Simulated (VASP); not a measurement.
# MgO (F-43m) in VASP: a series of runs

The runs below take MgO through single point, with PBE, r2SCAN.

Everything below comes from runs of VASP 6.6.1. Logs are shortened: lines on timing, memory, paths and dates and some standing lists are left out, and cuts for length are marked.

## 1. The cell of the first run

Symmetry: F-43m, No. 216, cubic system. The conventional cell has a = 4.564 Å, b = 4.564 Å, c = 4.564 Å, α = 90.00°, β = 90.00°, γ = 90.00°. Within 2.6 Å of Mg (site symmetry -43m) lie 4 O at 1.98 Å. O (site symmetry -43m) has 4 Mg at 1.98 Å within 2.6 Å.

## 2. Single point, PBE

File INCAR:

```
SYSTEM = MgO
ALGO = Normal
EDIFF = 1E-7
ENCUT = 520
GGA = PE
ISIF = 2
ISMEAR = 0
LASPH = .True.
LCHARG = .False.
LREAL = .False.
LWAVE = .False.
NBANDS = 11
NELM = 80
PREC = Accurate
SIGMA = 0.01
```

File KPOINTS:

```
k-points
0
Gamma
  10 10 10
  0 0 0
```

File POSCAR:

```
MgO
1.0
    0.0000000000      2.2820056617      2.2820056617
    2.2820056617      0.0000000000      2.2820056617
    2.2820056617      2.2820056617      0.0000000000
Mg O
1 1
Direct
    0.0000000000      0.0000000000      0.0000000000
    0.2500000000      0.2500000000      0.2500000000
```

Potentials or basis: VASP PAW PBE potentials, release 64 (Mg, O).

The run is started by

```
$ cat potpaw_PBE.64/Mg/POTCAR potpaw_PBE.64/O/POTCAR > POTCAR
$ mpirun -np 1 vasp_std > vasp.out
```

OUTCAR:

```text
SYSTEM = MgO
   EDIFF = 1E-7
   ENCUT = 520
   GGA = PE
   ISIF = 2
   ISMEAR = 0
   LASPH = .True.
   LREAL = .False.
   NELM = 80
   PREC = Accurate

 ion  position               nearest neighbor table
   1  0.000  0.000  0.000-   2 1.98   2 1.98   2 1.98   2 1.98
   2  0.250  0.250  0.250-   1 1.98   1 1.98   1 1.98   1 1.98

  LATTYP: Found a face centered cubic cell.
 ALAT       =     4.5640113234

  Lattice vectors:

 A1 = (   0.0000000000,   2.2820056617,   2.2820056617)
 A2 = (   2.2820056617,   0.0000000000,   2.2820056617)
 A3 = (   2.2820056617,   2.2820056617,   0.0000000000)

Analysis of symmetry for initial positions (statically):
=====================================================================
 Subroutine PRICEL returns:
 Original cell was already a primitive cell.

 Routine SETGRP: Setting up the symmetry group for a
 face centered cubic supercell.

 Subroutine GETGRP returns: Found 24 space group operations
 (whereof 24 operations were pure point group operations)
 out of a pool of 48 trial point group operations.

The static configuration has the point symmetry T_d .

Analysis of symmetry for dynamics (positions and initial velocities):
=====================================================================
 Subroutine PRICEL returns:
 Original cell was already a primitive cell.

 Routine SETGRP: Setting up the symmetry group for a
 face centered cubic supercell.

 Subroutine GETGRP returns: Found 24 space group operations
 (whereof 24 operations were pure point group operations)
 out of a pool of 48 trial point group operations.

The dynamic configuration has the point symmetry T_d .

 Subroutine INISYM returns: Found 24 space group operations
 (whereof 24 operations are pure point group operations),
 and found     1 'primitive' translations

----------------------------------------------------------------------------------------

                                     Primitive cell

  volume of cell :      23.7673

  direct lattice vectors                    reciprocal lattice vectors
     0.000000000  2.282005662  2.282005662    -0.219105504  0.219105504  0.219105504
     2.282005662  0.000000000  2.282005662     0.219105504 -0.219105504  0.219105504
     2.282005662  2.282005662  0.000000000     0.219105504  0.219105504 -0.219105504

  length of vectors
     3.227243356  3.227243356  3.227243356     0.379501865  0.379501865  0.379501865

  position of ions in fractional coordinates (direct lattice)
     0.000000000  0.000000000  0.000000000
     0.250000000  0.250000000  0.250000000

  ion indices of the primitive-cell ions
[... 79 lines left out ...]
   IBRION =     -1    ionic relax: 0-MD 1-quasi-New 2-CG
   NFREE  =      0    steps in history (QN), initial steepest desc. (CG)
   ISIF   =      2    stress and relaxation
   ISYM   =      2    0-nonsym 1-usesym 2-fastsym
   POTIM  = 0.5000    time-step for ionic-motion
   TEBEG  =    0.0;   TEEND  =   0.0 temperature during run
   PSTRESS=    0.0 pullay stress
   NELECT =       8.0000    total number of electrons
   NUPDOWN=      -1.0000    fix difference up-down
   EMIN   =  10.00;   EMAX   =-10.00  energy-range for DOS
   EFERMI =   0.00;   METHOD = LEGACY
   ISMEAR =     0;   SIGMA  =   0.01  broadening in eV -4-tet -1-fermi 0-gaus
   EFERMI_NEDOS =   21; number of points for ismear=-14 and -15
   IALGO  =     38    algorithm
   IMIX   =      4    mixing-type and parameters
     AMIX     =   0.40;   BMIX     =  1.00
     AMIX_MAG =   1.60;   BMIX_MAG =  1.00
  volume/ion in A,a.u.               =      11.88        80.19
  Fermi-wavevector in a.u.,A,eV,Ry     =   1.138793  2.152007 17.644708  1.296849
  Thomas-Fermi vector in A             =   2.275497
   LORBIT       =      0    0 simple, 1 ext, 2 COOP (PROOUT), +10 PAW based schemes
   GGA     = PE    functional components
   LHFCALC =     F    Hartree Fock is set to
   AEXX    =    0.0000 exact exchange contribution
   IVDW    =     0    specifies the selected vdW correction
   LEPSILON=     F    determine dielectric tensor
   LRPA    =     F    only Hartree local field effects (RPA)
 non-spin polarized calculation
 Gauss-broadening in eV      SIGMA  =   0.01
  energy-cutoff  :      520.00
  volume of cell :       23.77
 maximum number of plane-waves:       656
   NGX = 13   NGY = 13   NGZ = 13

 number of electron       8.0000007 magnetization

 Free energy of the ion-electron system (eV)
  ---------------------------------------------------
  ext. energy  EPLUGINS =         0.00000000
  ---------------------------------------------------
  free energy    TOTEN  =       -11.69331650 eV

  energy without entropy =      -11.69331650  energy(sigma->0) =      -11.69331650

 E-fermi :   0.9015     XC(G=0):  -9.7206

 val. band max:        0.7874258489   @ k =   0.0000   0.0000   0.0000
 cond. band min:       4.4290047850   @ k =   0.0000   0.0000   0.0000
 fundamental gap:      3.6415789361
 Fermi energy:         0.9014877536

 k-point     1 :       0.0000    0.0000    0.0000
  band No.  band energies     occupation
      1     -15.1130      2.00000
      2       0.7874      2.00000
      3       0.7874      2.00000
      4       0.7874      2.00000
      5       4.4290      0.00000
      6      17.6030      0.00000
      7      17.6030      0.00000
      8      17.6030      0.00000
      9      21.1082      0.00000
     10      21.1083      0.00000
     11      21.1972      0.00000
[... 309 lines left out ...]
 k-point    24 :       0.4000    0.3000    0.0000
  band No.  band energies     occupation
      1     -14.4220      2.00000
      2      -1.4842      2.00000
      3       0.0937      2.00000
      4       0.2182      2.00000
      5       7.6459      0.00000
      6      12.4531      0.00000
      7      14.6508      0.00000
      8      17.1403      0.00000
      9      17.5477      0.00000
     10      23.9862      0.00000
     11      24.3637      0.00000

 [... further k-points ...]
[... 5 lines left out ...]
  --------------------------------------------------------------------------------------
  -------------------------------------------------------------------------------------
  Total        0.5168943      0.5168943      0.5168943      0.0000000      0.0000000      0.0000000
  in kB       34.8443333     34.8443333     34.8443333      0.0000000      0.0000000      0.0000000
  external PRESSURE =      34.8443333 kB  Pullay stress =       0.0000000 kB

 VOLUME and BASIS-vectors are now :
 -----------------------------------------------------------------------------
  energy-cutoff  :      520.00
  volume of cell :       23.77
      direct lattice vectors                 reciprocal lattice vectors
     0.000000000  2.282005662  2.282005662    -0.219105504  0.219105504  0.219105504
     2.282005662  0.000000000  2.282005662     0.219105504 -0.219105504  0.219105504
     2.282005662  2.282005662  0.000000000     0.219105504  0.219105504 -0.219105504

 POSITION                                       TOTAL-FORCE (eV/Angst)
 -----------------------------------------------------------------------------------
      0.00000      0.00000      0.00000        -0.000000     -0.000000     -0.000000
      1.14100      1.14100      1.14100         0.000000      0.000000      0.000000
 -----------------------------------------------------------------------------------
    total drift:                               -0.000001     -0.000001     -0.000001

  FREE ENERGIE OF THE ION-ELECTRON SYSTEM (eV)
  ---------------------------------------------------
  free  energy   TOTEN  =       -11.6933164958 eV

  energy  without entropy=      -11.6933164958  energy(sigma->0) =      -11.69331650
```

stdout:

```text
POSCAR found type information on POSCAR MgO
 POSCAR found :  2 types and       2 ions
 scaLAPACK will be used
 LDA part: xc-table for (Slater+PW92), standard interpolation
 POSCAR, INCAR and KPOINTS ok, starting setup
 FFT: planning ... GRIDC
 FFT: planning ... GRID_SOFT
 FFT: planning ... GRID
 WAVECAR not read
 entering main loop
```

Run time: 4.7 s. Hardware: 1 thread of Intel Xeon 6975P-C (Granite Rapids), shared host; peak memory 0.14 GiB.

What came out:

```yaml
Free_energy: -11.6933 eV
Pressure: 3.5 GPa
Band_gap_on_the_k_mesh: 3.64 eV, direct
```

A hybrid or GW would open this gap; PBE tends to underestimate it.

## 3. Single point, r2SCAN (volume changed by -6%)

File POSCAR:

```
MgO
1.0
    0.0000000000      2.2354210462      2.2354210462
    2.2354210462      0.0000000000      2.2354210462
    2.2354210462      2.2354210462      0.0000000000
Mg O
1 1
Direct
    0.0000000000      0.0000000000      0.0000000000
    0.2500000000      0.2500000000      0.2500000000
```

File INCAR.step1:

```
ALGO = Normal ; EDIFF = 1E-4
ENCUT = 520 ; GGA = PE
ISMEAR = 0 ; LASPH = True
LCHARG = False ; LREAL = False
LWAVE = True ; NBANDS = 11
NELM = 80 ; PREC = Accurate
SIGMA = 0.01
```

File INCAR.step2:

```
ALGO = Normal ; EDIFF = 1E-6
ENCUT = 520 ; ISIF = 2
ISMEAR = 0 ; ISTART = 1
LASPH = True ; LCHARG = True
LELF = True ; LMIXTAU = True
LREAL = False ; LVHAR = True
LWAVE = False ; METAGGA = R2SCAN
NBANDS = 11 ; NELM = 80
PREC = Accurate ; SIGMA = 0.01
```

File KPOINTS:

```
k-points
0
Gamma
  8 8 8
```

Potentials or basis: VASP PAW PBE potentials, release 64 (Mg, O).

The run is started by

```
$ cat potpaw_PBE.64/Mg/POTCAR potpaw_PBE.64/O/POTCAR > POTCAR
$ cp INCAR.step1 INCAR
$ mpirun -np 1 vasp_std > vasp.out
$ cp INCAR.step2 INCAR
$ mpirun -np 1 vasp_std > vasp.out
```

OUTCAR:

```text
EDIFF = 1E-6
   ENCUT = 520
   ISIF = 2
   ISMEAR = 0
   ISTART = 1
   LASPH = True
   LREAL = False
   METAGGA = R2SCAN
   NELM = 80
   PREC = Accurate

 ion  position               nearest neighbor table
   1  0.000  0.000  0.000-   2 1.94   2 1.94   2 1.94   2 1.94
   2  0.250  0.250  0.250-   1 1.94   1 1.94   1 1.94   1 1.94

  LATTYP: Found a face centered cubic cell.
 ALAT       =     4.4708420924

  Lattice vectors:

 A1 = (   0.0000000000,   2.2354210462,   2.2354210462)
[... 513 lines left out ...]
      6      12.3677      0.00000
      7      15.8815      0.00000
      8      17.3817      0.00000
      9      22.6857      0.00000
     10      23.7193      0.00000
     11      26.9216      0.00000

 [... further k-points ...]
[... 5 lines left out ...]
  --------------------------------------------------------------------------------------
  -------------------------------------------------------------------------------------
  Total        1.1688641      1.1688641      1.1688641      0.0000000      0.0000000     -0.0000000
  in kB       83.8236581     83.8236581     83.8236581      0.0000000      0.0000000     -0.0000000
  external PRESSURE =      83.8236581 kB  Pullay stress =       0.0000000 kB

 VOLUME and BASIS-vectors are now :
 -----------------------------------------------------------------------------
  energy-cutoff  :      520.00
  volume of cell :       22.34
      direct lattice vectors                 reciprocal lattice vectors
     0.000000000  2.235421046  2.235421046    -0.223671510  0.223671510  0.223671510
     2.235421046  0.000000000  2.235421046     0.223671510 -0.223671510  0.223671510
     2.235421046  2.235421046  0.000000000     0.223671510  0.223671510 -0.223671510

 POSITION                                       TOTAL-FORCE (eV/Angst)
 -----------------------------------------------------------------------------------
      0.00000      0.00000      0.00000        -0.000000     -0.000000     -0.000000
      1.11771      1.11771      1.11771         0.000000      0.000000      0.000000
 -----------------------------------------------------------------------------------
    total drift:                                0.000012      0.000012      0.000012

  FREE ENERGIE OF THE ION-ELECTRON SYSTEM (eV)
  ---------------------------------------------------
  free  energy   TOTEN  =       -15.8195254975 eV

  energy  without entropy=      -15.8195254975  energy(sigma->0) =      -15.81952550
```

Wall time 13 s (1 thread of Intel Xeon 6975P-C (Granite Rapids), shared host); peak memory 0.14 GiB.

What came out:

| Property | Result |
| --- | --- |
| Free energy | -15.8195 eV |
| Pressure | 8.4 GPa |
| Band gap on the k mesh | 4.70 eV, direct |

Levels at points of the mesh, in eV from the valence-band top:
| k point | band 2 | band 3 | band 4 | band 5 | band 6 | band 7 |
| --- | --- | --- | --- | --- | --- | --- |
| (0.00, 0.00, 0.00) | 0.00 | 0.00 | 0.00 | 4.70 | 18.63 | 18.63 |
| (0.50, 0.00, 0.00) | -3.18 | -0.19 | -0.19 | 10.10 | 11.05 | 16.03 |
| (0.50, 0.50, 0.00) | -2.65 | -0.77 | -0.77 | 7.11 | 12.85 | 16.27 |

Caveat: the PAW data sets were made with another functional, which shifts forces and pressure a little.
